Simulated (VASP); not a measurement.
# SnSe2 in VASP: single point with PBE

Aim: the single point of SnSe2 with PBE.

All numbers are computed with VASP 6.6.1; they aren't measurements. Logs are shortened: lines on timing, memory, paths and dates and some standing lists are left out, and cuts for length are marked.

## 1. The cell of the first run

The cell holds a sheet with vacuum, 6 atoms: a = 7.737 Å, b = 3.869 Å, c = 29.937 Å, α = 90.00°, β = 90.00°, γ = 120.00°.

## 2. Single point, PBE

File INCAR:

```
  PREC = Accurate
  ENCUT = 520
  EDIFF = 1E-6
  ISMEAR = 0
  SIGMA = 0.1
  LREAL = False
  LASPH = True
  NELM = 60
  ALGO = Normal
  ISIF = 2
  LWAVE = False
  LCHARG = True
  LDIPOL = True
  IDIPOL = 3
  DIPOL = 0.5 0.5 0.301
  GGA = PE
  LELF = True
  LVHAR = True
  LVACPOTAV = True
  NBANDS = 35
```

File KPOINTS:

```
Automatic mesh
0
Gamma
  4 4 1
```

File POSCAR:

```
SnSe2
1.0
    7.7372539184     -0.0000005861      0.0000000000
   -1.9343132258      3.3503293709      0.0000000000
    0.0000000000      0.0000000000     29.9369999200
Sn Se
2 4
Direct
    0.0000000000      0.0000000000      0.3006313266
    0.5000000000      0.0000000000      0.3006313266
    0.3333333333      0.3333333333      0.3539322493
    0.8333333333      0.3333333333      0.3539322493
    0.1666666667      0.6666666667      0.2473304039
    0.6666666667      0.6666666667      0.2473304039
```

Potentials or basis: VASP PAW PBE potentials, release 64 (Sn_d, Se).

Started as:

```bash
cat potpaw_PBE.64/Sn_d/POTCAR potpaw_PBE.64/Se/POTCAR > POTCAR
mpirun -np 1 vasp_std > vasp.out
```

OUTCAR:

```text
PREC = Accurate
   ENCUT = 520
   EDIFF = 1E-6
   ISMEAR = 0
   LREAL = False
   LASPH = True
   NELM = 60
   ISIF = 2
   GGA = PE

 ion  position               nearest neighbor table
   1  0.000  0.000  0.301-   6 2.74   3 2.74   5 2.74   4 2.74   5 2.74   4 2.74
   2  0.500  0.000  0.301-   5 2.74   4 2.74   6 2.74   3 2.74   6 2.74   3 2.74
   3  0.333  0.333  0.354-   1 2.74   2 2.74   2 2.74
   4  0.833  0.333  0.354-   2 2.74   1 2.74   1 2.74
   5  0.167  0.667  0.247-   2 2.74   1 2.74   1 2.74
   6  0.667  0.667  0.247-   1 2.74   2 2.74   2 2.74

  Warning from LATTYP: Monoclinic adjustment (A1->A3, A2->A1, A3->A2)!
  LATTYP: Found a simple orthorhombic cell.
 ALAT       =     3.8686269591
 B/A-ratio  =     1.7320508076
 C/A-ratio  =     7.7384044097

  Lattice vectors:

 A1 = (   1.9343132258,  -3.3503293709,   0.0000000000)
 A2 = (   5.8029406926,   3.3503287848,   0.0000000000)
 A3 = (   0.0000000000,   0.0000000000,  29.9369999200)

Analysis of symmetry for initial positions (statically):
=====================================================================
 Subroutine PRICEL returns following result:

  LATTYP: Found a hexagonal cell.
 ALAT       =     3.8686269592
 C/A-ratio  =     7.7384044096

  Lattice vectors:

 A1 = (   3.8686269592,  -0.0000002930,   0.0000000000)
 A2 = (  -1.9343132258,   3.3503293709,   0.0000000000)
 A3 = (   0.0000000000,   0.0000000000,  29.9369999200)

   2 primitive cells build up your supercell.

 Routine SETGRP: Setting up the symmetry group for a
 simple orthorhombic supercell.

 Subroutine GETGRP returns: Found  4 space group operations
 (whereof  2 operations were pure point group operations)
 out of a pool of  8 trial point group operations.

The static configuration has the point symmetry C_1h.
 The point group associated with its full space group is C_2h.

Analysis of symmetry for dynamics (positions and initial velocities):
=====================================================================
 Subroutine PRICEL returns following result:

  LATTYP: Found a hexagonal cell.
 ALAT       =     3.8686269592
 C/A-ratio  =     7.7384044096

  Lattice vectors:

 A1 = (   3.8686269592,  -0.0000002930,   0.0000000000)
 A2 = (  -1.9343132258,   3.3503293709,   0.0000000000)
 A3 = (   0.0000000000,   0.0000000000,  29.9369999200)

   2 primitive cells build up your supercell.

 Routine SETGRP: Setting up the symmetry group for a
 simple orthorhombic supercell.

 Subroutine GETGRP returns: Found  4 space group operations
 (whereof  2 operations were pure point group operations)
 out of a pool of  8 trial point group operations.

The dynamic configuration has the point symmetry C_1h.
 The point group associated with its full space group is C_2h.

 Subroutine INISYM returns: Found  4 space group operations
 (whereof  2 operations are pure point group operations),
 and found     2 'primitive' translations

----------------------------------------------------------------------------------------

                                     Primitive cell

  volume of cell :     388.0187

  direct lattice vectors                    reciprocal lattice vectors
     3.868626959 -0.000000293  0.000000000     0.258489654  0.149239045  0.000000000
    -1.934313226  3.350329371  0.000000000     0.000000023  0.298478129  0.000000000
     0.000000000  0.000000000 29.936999920     0.000000000  0.000000000  0.033403481

  length of vectors
     3.868626959  3.868626959 29.936999920     0.298478129  0.298478129  0.033403481

  position of ions in fractional coordinates (direct lattice)
     0.000000000  0.000000000  0.300631327
     0.666666667  0.333333333  0.353932249
     0.333333333  0.666666667  0.247330404

  ion indices of the primitive-cell ions
   primitive index   ion index
                 1           1
                 2           4
                 3           5

----------------------------------------------------------------------------------------

 KPOINTS: Automatic mesh

Automatic generation of k-mesh.
 Grid dimensions read from file:
 generate k-points for:    4    4    1

 Generating k-lattice:

  Cartesian coordinates                     Fractional coordinates (reciprocal lattice)
     0.032311207  0.018654881  0.000000000     0.250000000  0.000000000  0.000000000
     0.000000006  0.074619532  0.000000000     0.000000000  0.250000000  0.000000000
     0.000000000  0.000000000  0.033403481     0.000000000  0.000000000  1.000000000

  Length of vectors
     0.037309766  0.074619532  0.033403481

  Shift w.r.t. Gamma in fractional coordinates (k-lattice)
     0.000000000  0.000000000  0.000000000

 Subroutine IBZKPT returns following result:
 ===========================================

 Found      9 irreducible k-points:

 Following reciprocal coordinates:
            Coordinates               Weight
  0.000000  0.000000  0.000000      1.000000
  0.250000  0.000000  0.000000      2.000000
  0.500000  0.000000  0.000000      1.000000
  0.000000  0.250000  0.000000      4.000000
  0.250000  0.250000  0.000000      2.000000
 -0.250000  0.250000  0.000000      2.000000
  0.000000  0.500000  0.000000      1.000000
  0.250000  0.500000  0.000000      2.000000
  0.500000  0.500000  0.000000      1.000000
   k-points           NKPTS =      9   k-points in BZ     NKDIM =      9   number of bands    NBANDS=     35
   number of dos      NEDOS =    301   number of ions     NIONS =      6
   total plane-waves  NPLWV = 403200
   dimension x,y,z NGX =    60 NGY =   30 NGZ =  224
   dimension x,y,z NGXF=   120 NGYF=   60 NGZF=  448
   ions per type =               2   4
   NGX,Y,Z   is equivalent  to a cutoff of  12.89, 12.89, 12.44 a.u.
   NGXF,Y,Z  is equivalent  to a cutoff of  25.78, 25.78, 24.88 a.u.
 SYSTEM =  unknown system
   PREC   = accura    normal or accurate (medium, high low for compatibility)
   ISTART =      0    job   : 0-new  1-cont  2-samecut
   ICHARG =      2    charge: 1-file 2-atom 10-const
   ISPIN  =      1    spin polarized calculation?
   LNONCOLLINEAR =      F non collinear calculations
   LSORBIT =      F    spin-orbit coupling
   LASPH  =      T    aspherical Exc in radial PAW
   ENCUT  =  520.0 eV  38.22 Ry    6.18 a.u.  14.39  7.19 55.66*2*pi/ulx,y,z
   NELM   =     60;   NELMIN=  2; NELMDL= -5     # of ELM steps
   EDIFF  = 0.1E-05   stopping-criterion for ELM
   LREAL  =      F    real-space projection
   EDIFFG = 0.1E-04   stopping-criterion for IOM
   NSW    =      0    number of steps for IOM
   IBRION =     -1    ionic relax: 0-MD 1-quasi-New 2-CG
   NFREE  =      0    steps in history (QN), initial steepest desc. (CG)
   ISIF   =      2    stress and relaxation
   ISYM   =      2    0-nonsym 1-usesym 2-fastsym
   POTIM  = 0.5000    time-step for ionic-motion
   TEBEG  =    0.0;   TEEND  =   0.0 temperature during run
   PSTRESS=    0.0 pullay stress
   NELECT =      52.0000    total number of electrons
   NUPDOWN=      -1.0000    fix difference up-down
   EMIN   =  10.00;   EMAX   =-10.00  energy-range for DOS
   EFERMI =   0.00;   METHOD = LEGACY
   ISMEAR =     0;   SIGMA  =   0.10  broadening in eV -4-tet -1-fermi 0-gaus
   EFERMI_NEDOS =   21; number of points for ismear=-14 and -15
   IALGO  =     38    algorithm
   IMIX   =      4    mixing-type and parameters
     AMIX     =   0.40;   BMIX     =  1.00
     AMIX_MAG =   1.60;   BMIX_MAG =  1.00
  volume/ion in A,a.u.               =     129.34       872.83
  Fermi-wavevector in a.u.,A,eV,Ry     =   0.664939  1.256552  6.015731  0.442144
  Thomas-Fermi vector in A             =   1.738781
   LORBIT       =      0    0 simple, 1 ext, 2 COOP (PROOUT), +10 PAW based schemes
   GGA     = PE    functional components
   LHFCALC =     F    Hartree Fock is set to
   AEXX    =    0.0000 exact exchange contribution
   IVDW    =     0    specifies the selected vdW correction
   LEPSILON=     F    determine dielectric tensor
   LRPA    =     F    only Hartree local field effects (RPA)
 non-spin polarized calculation
 Gauss-broadening in eV      SIGMA  =   0.10
  energy-cutoff  :      520.00
  volume of cell :      776.04
 maximum number of plane-waves:     20952
 NGX is ok and might be reduce to    60
   NGX = 29   NGY = 15   NGZ =111

 dipolmoment           0.000000      0.000000     -0.000024 electrons x Angstroem

 number of electron      51.9999992 magnetization

 dipolmoment           0.000000      0.000000      0.000004 electrons x Angstroem

 Free energy of the ion-electron system (eV)
  ---------------------------------------------------
  ext. energy  EPLUGINS =         0.00000000
  ---------------------------------------------------
  free energy    TOTEN  =       -23.65641196 eV

  energy without entropy =      -23.65641196  energy(sigma->0) =      -23.65641196

 E-fermi :  -3.6367     XC(G=0):  -2.2769

 val. band max:       -4.0225004835   @ k =   0.2500   0.0000   0.0000
 cond. band min:      -3.2474198292   @ k =   0.0000   0.0000   0.0000
 fundamental gap:      0.7750806543
 Fermi energy:        -3.6367443911

 k-point     1 :       0.0000    0.0000    0.0000
  band No.  band energies     occupation
      1     -25.1929      2.00000
      2     -25.1512      2.00000
      3     -25.1505      2.00000
      4     -25.1316      2.00000
      5     -25.1313      2.00000
      6     -25.1201      2.00000
[... 27 lines left out ...]
     34       1.6079      0.00000
     35       1.6409      0.00000

 k-point     2 :       0.2500    0.0000    0.0000
  band No.  band energies     occupation
      1     -25.1860      2.00000
      2     -25.1555      2.00000
      3     -25.1463      2.00000
      4     -25.1321      2.00000
      5     -25.1292      2.00000
      6     -25.1173      2.00000
[... 27 lines left out ...]
     34       1.7727      0.00000
     35       1.8696      0.00000
[... 226 lines left out ...]
     34       1.6181      0.00000
     35       2.1624      0.00000

 k-point     9 :       0.5000    0.5000    0.0000
  band No.  band energies     occupation
      1     -25.1759      2.00000
      2     -25.1759      2.00000
      3     -25.1466      2.00000
      4     -25.1466      2.00000
      5     -25.1171      2.00000
      6     -25.1171      2.00000
[... 27 lines left out ...]
     34       2.0859      0.00000
     35       3.4334      0.00000

------------------------ aborting loop because EDIFF is reached ----------------------------------------

  FORCE on cell =-STRESS in cart. coord.  units (eV):
  Direction    XX          YY          ZZ          XY          YZ          ZX
  --------------------------------------------------------------------------------------
  -------------------------------------------------------------------------------------
  Total        0.0855938      0.4669015     -0.0662201     -0.3302220     -0.0436452     -0.0755958
  in kB        0.1767137      0.9639472     -0.1367155     -0.6817640     -0.0901082     -0.1560722
  external PRESSURE =       0.3346485 kB  Pullay stress =       0.0000000 kB

 VOLUME and BASIS-vectors are now :
 -----------------------------------------------------------------------------
  energy-cutoff  :      520.00
  volume of cell :      776.04
      direct lattice vectors                 reciprocal lattice vectors
     7.737253918 -0.000000586  0.000000000     0.129244827  0.074619523  0.000000000
    -1.934313226  3.350329371  0.000000000     0.000000023  0.298478129  0.000000000
     0.000000000  0.000000000 29.936999920     0.000000000  0.000000000  0.033403481

 POSITION                                       TOTAL-FORCE (eV/Angst)
 -----------------------------------------------------------------------------------
      0.00000      0.00000      9.00000        -0.000000      0.000000      0.000000
      3.86863     -0.00000      9.00000        -0.000000      0.000000      0.000000
      1.93431      1.11678     10.59567        -0.011839     -0.006835     -0.006780
      5.80294      1.11678     10.59567        -0.011839     -0.006835     -0.006780
      0.00000      2.23355      7.40433         0.011839      0.006835      0.006780
      3.86863      2.23355      7.40433         0.011839      0.006835      0.006780
 -----------------------------------------------------------------------------------
    total drift:                                0.000000      0.000000      0.000226

  FREE ENERGIE OF THE ION-ELECTRON SYSTEM (eV)
  ---------------------------------------------------
  free  energy   TOTEN  =       -23.6564119635 eV

  energy  without entropy=      -23.6564119586  energy(sigma->0) =      -23.65641196

 vacuum level on the upper side and lower side of the slab         2.007         2.007
```

It took 16 min on 1 thread of Intel Xeon 8259CL, shared host; peak memory 0.92 GiB.

Results:

* Free energy: -23.6564 eV
* Largest force: 0.015 eV/Å
* Band gap on the k mesh: 0.78 eV

Forces on the atoms (eV/Å):
```
Sn   0.000  0.000  0.000
Sn   0.000  0.000  0.000
Se  -0.012 -0.007 -0.007
Se  -0.012 -0.007 -0.007
Se   0.012  0.007  0.007
Se   0.012  0.007  0.007
```

Caveat: semilocal functionals underestimate gaps, and a narrow one can read as zero; spin-orbit coupling is left out, which moves the levels of the heavy elements.
